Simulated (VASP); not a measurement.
# Cu (P6_3/mmc) in VASP: a series of runs

Cu is run at these levels: r2SCAN; tasks: relaxation of cell and atoms.

All numbers are computed with VASP 6.6.1; they aren't measurements. Logs are shortened: lines on timing, memory, paths and dates and some standing lists are left out, and cuts for length are marked.

## (1) The cell of the first run

Symmetry: P6_3/mmc, No. 194, hexagonal system. Conventional cell: a = 2.560 Å, b = 2.560 Å, c = 4.180 Å, α = 90.00°, β = 90.00°, γ = 120.00°. Within 3.4 Å of Cu (site symmetry -6m2) lie 12 Cu at 2.56 Å.

## (2) Relaxation of cell and atoms, r2SCAN, target pressure 5 GPa, at which the enthalpy is minimised

Input file POSCAR:

```
Cu
1.0
    2.5600000000      0.0000000000      0.0000000000
   -1.2800000000      2.2170250337      0.0000000000
    0.0000000000      0.0000000000      4.1804800000
Cu
2
Direct
    0.3333333333      0.6666666667      0.2500000000
    0.6666666667      0.3333333333      0.7500000000
```

Input file INCAR.step1:

```
PREC = Accurate
ENCUT = 600
ISMEAR = -1
SIGMA = 0.05
LREAL = False
LASPH = True
NELM = 100
GGA = PE
ALGO = Normal
EDIFF = 1E-4
LWAVE = True
LCHARG = False
```

Input file INCAR.step2:

```
PREC = Accurate
ENCUT = 600
EDIFF = 1E-6
ISMEAR = -1
SIGMA = 0.05
LREAL = False
LASPH = True
NELM = 100
ALGO = Normal
ISIF = 3
LWAVE = False
LCHARG = False
METAGGA = R2SCAN
LMIXTAU = True
IBRION = 2
NSW = 60
EDIFFG = -0.02
PSTRESS = 50.0
ISTART = 1
```

Input file KPOINTS:

```
regular mesh
0
Gamma
  9 9 5
```

Potentials or basis: VASP PAW PBE potentials, release 64 (Cu).

The run is started by

```sh
$ cat potpaw_PBE.64/Cu/POTCAR > POTCAR
$ cp INCAR.step1 INCAR
$ mpirun -np 1 vasp_std > vasp.out
$ cp INCAR.step2 INCAR
$ mpirun -np 1 vasp_std > vasp.out
```

OUTCAR:

```text
PREC = Accurate
   ENCUT = 600
   EDIFF = 1E-6
   ISMEAR = -1
   LREAL = False
   LASPH = True
   NELM = 100
   ISIF = 3
   METAGGA = R2SCAN
   IBRION = 2
   NSW = 60
   EDIFFG = -0.02
   PSTRESS = 50.0
   ISTART = 1

 ion  position               nearest neighbor table
   1  0.333  0.667  0.250-   2 2.56   2 2.56   2 2.56   2 2.56   2 2.56   2 2.56
   2  0.667  0.333  0.750-   1 2.56   1 2.56   1 2.56   1 2.56   1 2.56   1 2.56

  LATTYP: Found a hexagonal cell.
 ALAT       =     2.5600000000
 C/A-ratio  =     1.6330000000

  Lattice vectors:

 A1 = (   2.5600000000,   0.0000000000,   0.0000000000)
 A2 = (  -1.2800000000,   2.2170250337,   0.0000000000)
 A3 = (   0.0000000000,   0.0000000000,   4.1804800000)

Analysis of symmetry for initial positions (statically):
=====================================================================
 Subroutine PRICEL returns:
 Original cell was already a primitive cell.

 Routine SETGRP: Setting up the symmetry group for a
 hexagonal supercell.

 Subroutine GETGRP returns: Found 24 space group operations
 (whereof 12 operations were pure point group operations)
 out of a pool of 24 trial point group operations.

The static configuration has the point symmetry D_3d.
 The point group associated with its full space group is D_6h.

Analysis of symmetry for dynamics (positions and initial velocities):
=====================================================================
 Subroutine PRICEL returns:
 Original cell was already a primitive cell.

 Routine SETGRP: Setting up the symmetry group for a
 hexagonal supercell.

 Subroutine GETGRP returns: Found 24 space group operations
 (whereof 12 operations were pure point group operations)
 out of a pool of 24 trial point group operations.

The dynamic configuration has the point symmetry D_3d.
 The point group associated with its full space group is D_6h.

 Subroutine INISYM returns: Found 24 space group operations
 (whereof 12 operations are pure point group operations),
 and found     1 'primitive' translations

----------------------------------------------------------------------------------------

                                     Primitive cell

  volume of cell :      23.7267

  direct lattice vectors                    reciprocal lattice vectors
     2.560000000  0.000000000  0.000000000     0.390625000  0.225527449  0.000000000
    -1.280000000  2.217025034  0.000000000     0.000000000  0.451054898  0.000000000
     0.000000000  0.000000000  4.180480000     0.000000000  0.000000000  0.239206981

  length of vectors
     2.560000000  2.560000000  4.180480000     0.451054898  0.451054898  0.239206981

  position of ions in fractional coordinates (direct lattice)
     0.333333333  0.666666667  0.250000000
     0.666666667  0.333333333  0.750000000

  ion indices of the primitive-cell ions
   primitive index   ion index
                 1           1
                 2           2

----------------------------------------------------------------------------------------

 KPOINTS: regular mesh

Automatic generation of k-mesh.
 Grid dimensions read from file:
 generate k-points for:    9    9    5

 Generating k-lattice:

  Cartesian coordinates                     Fractional coordinates (reciprocal lattice)
     0.043402778  0.025058605  0.000000000     0.111111111  0.000000000  0.000000000
     0.000000000  0.050117211  0.000000000     0.000000000  0.111111111  0.000000000
     0.000000000  0.000000000  0.047841396     0.000000000  0.000000000  0.200000000

  Length of vectors
     0.050117211  0.050117211  0.047841396

  Shift w.r.t. Gamma in fractional coordinates (k-lattice)
     0.000000000  0.000000000  0.000000000

 Subroutine IBZKPT returns following result:
 ===========================================

 Found     36 irreducible k-points:

 Following reciprocal coordinates:
            Coordinates               Weight
  0.000000  0.000000  0.000000      1.000000
  0.111111 -0.000000  0.000000      6.000000
  0.222222 -0.000000  0.000000      6.000000
  0.333333 -0.000000  0.000000      6.000000
  0.444444 -0.000000  0.000000      6.000000
  0.111111  0.111111  0.000000      6.000000
[... 16 lines left out ...]
  0.333333  0.222222  0.200000     24.000000
  0.333333  0.333333  0.200000      4.000000
 [... further k-points ...]
   k-points           NKPTS =     36   k-points in BZ     NKDIM =     36   number of bands    NBANDS=     15
   number of dos      NEDOS =    301   number of ions     NIONS =      2
   total plane-waves  NPLWV =  14400
   dimension x,y,z NGX =    20 NGY =   20 NGZ =   36
   dimension x,y,z NGXF=    40 NGYF=   40 NGZF=   72
   ions per type =               2
   NGX,Y,Z   is equivalent  to a cutoff of  12.99, 12.99, 14.32 a.u.
   NGXF,Y,Z  is equivalent  to a cutoff of  25.98, 25.98, 28.63 a.u.
 SYSTEM =  unknown system
   PREC   = accura    normal or accurate (medium, high low for compatibility)
   ISTART =      1    job   : 0-new  1-cont  2-samecut
   ICHARG =      0    charge: 1-file 2-atom 10-const
   ISPIN  =      1    spin polarized calculation?
   LNONCOLLINEAR =      F non collinear calculations
   LSORBIT =      F    spin-orbit coupling
   LASPH  =      T    aspherical Exc in radial PAW
   ENCUT  =  600.0 eV  44.10 Ry    6.64 a.u.   5.11  5.11  8.35*2*pi/ulx,y,z
   NELM   =    100;   NELMIN=  2; NELMDL=  0     # of ELM steps
   EDIFF  = 0.1E-05   stopping-criterion for ELM
   LREAL  =      F    real-space projection
   EDIFFG = -.2E-01   stopping-criterion for IOM
   NSW    =     60    number of steps for IOM
   IBRION =      2    ionic relax: 0-MD 1-quasi-New 2-CG
   NFREE  =      1    steps in history (QN), initial steepest desc. (CG)
   ISIF   =      3    stress and relaxation
   ISYM   =      2    0-nonsym 1-usesym 2-fastsym
   POTIM  = 0.5000    time-step for ionic-motion
   TEBEG  =    0.0;   TEEND  =   0.0 temperature during run
   PSTRESS=   50.0 pullay stress
   NELECT =      22.0000    total number of electrons
   NUPDOWN=      -1.0000    fix difference up-down
   EMIN   =  10.00;   EMAX   =-10.00  energy-range for DOS
   EFERMI =   0.00;   METHOD = LEGACY
   ISMEAR =    -1;   SIGMA  =   0.05  broadening in eV -4-tet -1-fermi 0-gaus
   EFERMI_NEDOS =   21; number of points for ismear=-14 and -15
   IALGO  =     38    algorithm
   IMIX   =      4    mixing-type and parameters
     AMIX     =   0.40;   BMIX     =  1.00
     AMIX_MAG =   1.60;   BMIX_MAG =  1.00
  volume/ion in A,a.u.               =      11.86        80.06
  Fermi-wavevector in a.u.,A,eV,Ry     =   1.596382  3.016725 34.673570  2.548435
  Thomas-Fermi vector in A             =   2.694153
   LORBIT       =      0    0 simple, 1 ext, 2 COOP (PROOUT), +10 PAW based schemes
   METAGGA = R2SCAN    functional components
   LHFCALC =     F    Hartree Fock is set to
   AEXX    =    0.0000 exact exchange contribution
   IVDW    =     0    specifies the selected vdW correction
   LEPSILON=     F    determine dielectric tensor
   LRPA    =     F    only Hartree local field effects (RPA)
 conjugate gradient relaxation of ions
 non-spin polarized calculation
  energy-cutoff  :      600.00
  volume of cell :       23.73
 maximum number of plane-waves:       803
   NGX = 11   NGY = 11   NGZ = 17

--------------------------------------- Ionic step        1  -------------------------------------------

 number of electron      22.0000010 magnetization

 Free energy of the ion-electron system (eV)
  ---------------------------------------------------
  ext. energy  EPLUGINS =         0.00000000
  ---------------------------------------------------
  free energy    TOTEN  =       -21.66804177 eV

  energy without entropy =      -21.66664119  energy(sigma->0) =      -21.66734148

------------------------ aborting loop because EDIFF is reached ----------------------------------------

  FORCE on cell =-STRESS in cart. coord.  units (eV):
  Direction    XX          YY          ZZ          XY          YZ          ZX
  --------------------------------------------------------------------------------------
  -------------------------------------------------------------------------------------
  Total       -0.8318523     -0.8318523     -0.4682124      0.0000000      0.0000000      0.0000000
  in kB      -56.1720242    -56.1720242    -31.6167151      0.0000000      0.0000000      0.0000000
  external PRESSURE =     -97.9869212 kB  Pullay stress =      50.0000000 kB
[... 175 lines left out ...]
  enthalpy is  TOTEN    =       -20.9742364556 eV   P V=        0.6960114328

--------------------------------------- Ionic step        6  -------------------------------------------

 number of electron      22.0000002 magnetization

 Free energy of the ion-electron system (eV)
  ---------------------------------------------------
  ext. energy  EPLUGINS =         0.00000000
  ---------------------------------------------------
  free energy    TOTEN  =       -21.67035228 eV

  energy without entropy =      -21.66827820  energy(sigma->0) =      -21.66931524

 E-fermi :   8.1791     XC(G=0): -14.1315

 val. band max:        8.0993220495   @ k =   0.1111   0.1111   0.2000
 cond. band min:       8.2602984935   @ k =   0.1111  -0.0000   0.0000
 fundamental gap:      0.1609764440
 Fermi energy:         8.1790805086

 k-point     1 :       0.0000    0.0000    0.0000
  band No.  band energies     occupation
      1      -2.0048      2.00000
      2       2.5225      2.00000
      3       4.7593      2.00000
      4       4.8590      2.00000
      5       4.8592      2.00000
      6       5.0809      2.00000
      7       5.0810      2.00000
      8       5.4358      2.00000
      9       5.4358      2.00000
     10       6.2240      2.00000
     11       6.2240      2.00000
     12       6.7899      2.00000
     13      12.2280      0.00000
     14      30.9220      0.00000
     15      32.0972      0.00000
[... 397 lines left out ...]
 k-point    24 :       0.3333    0.3333    0.2000
  band No.  band energies     occupation
      1       3.6155      2.00000
      2       3.7273      2.00000
      3       3.7273      2.00000
      4       3.9466      2.00000
      5       4.5748      2.00000
      6       4.5748      2.00000
      7       5.3015      2.00000
      8       5.9451      2.00000
      9       6.1743      2.00000
     10       6.1744      2.00000
     11      11.8996      0.00000
     12      12.1445      0.00000
     13      12.1445      0.00000
     14      17.3702      0.00000
     15      17.9199      0.00000

 [... further k-points ...]
[... 5 lines left out ...]
  --------------------------------------------------------------------------------------
  -------------------------------------------------------------------------------------
  Total        0.7120523      0.7120523      0.6924077      0.0000000     -0.0000000      0.0000000
  in kB       51.1475122     51.1475122     49.7364158      0.0000000     -0.0000000      0.0000000
  external PRESSURE =       0.6771468 kB  Pullay stress =      50.0000000 kB
[... 17 lines left out ...]
  FREE ENERGIE OF THE ION-ELECTRON SYSTEM (eV)
  ---------------------------------------------------
  free  energy   TOTEN  =       -21.6703522840 eV

  energy  without entropy=      -21.6682782019  energy(sigma->0) =      -21.66931524

  enthalpy is  TOTEN    =       -20.9742750833 eV   P V=        0.6960772006

 reached required accuracy - stopping structural energy minimisation
```

Run time: 2.9 min. Hardware: 1 thread of Intel Xeon Platinum 8375C at 2.90GHz (Ice Lake), shared host; peak memory 0.15 GiB.

What came out:

| Quantity | Value |
| --- | --- |
| Free energy | -21.6704 eV |
| Relaxed volume | 11.15 Å³/atom |
| Relaxed cell | a = 2.498 Å, b = 2.498 Å, c = 4.128 Å, α = 90.00°, β = 90.00°, γ = 120.00° |
| Space group after relaxing (to 0.05 Å) | P6_3/mmc (No. 194) |
| Energy change on relaxing (the enthalpy is what falls) | -1.2 meV/atom |
| Ionic steps | 6 |
| Pressure after relaxing | 5.1 GPa |
| Band gap on the k mesh | zero (band 11 reaches 12.47 eV, above the bottom of band 12 at 6.08 eV) |

Stress tensor (GPa, compression positive):
```
5.11 0.00 0.00
0.00 5.11 0.00
0.00 0.00 4.97
```

Step by step:
| step | energy change (eV) | largest force (eV/Å) | pressure (GPa) | volume (Å³) |
| --- | --- | --- | --- | --- |
| 1 | 0.0000 | 0.0000 | -4.80 | 23.73 |
| 2 | 0.0566 | 0.0000 | 14.30 | 21.32 |
| 3 | -0.0024 | 0.0000 | 4.85 | 22.32 |
| 4 | -0.0015 | 0.0000 | 5.11 | 22.30 |
| 5 | -0.0022 | 0.0000 | 5.16 | 22.30 |
| 6 | -0.0023 | 0.0000 | 5.07 | 22.30 |

Final structure:
```xyz
2
Lattice="2.4979 0.0000 0.0000 -1.2489 2.1632 0.0000 0.0000 0.0000 4.1279" Properties=species:S:1:pos:R:3 pbc="T T T"
Cu    0.0000    1.4421    1.0320
Cu    1.2489    0.7211    3.0959
```

Levels at points of the mesh, in eV from the Fermi level:
| k point | band 9 | band 10 | band 11 | band 12 | band 13 | band 14 |
| --- | --- | --- | --- | --- | --- | --- |
| (0.00, 0.00, 0.00) | -2.74 | -1.96 | -1.96 | -1.39 | 4.05 | 22.74 |

Caveat: the cell is relaxed towards a set pressure, so the enthalpy falls and the energy may rise; the PAW data sets were made with another functional, which shifts forces and pressure a little.

(Continued in part 2 of 2.)
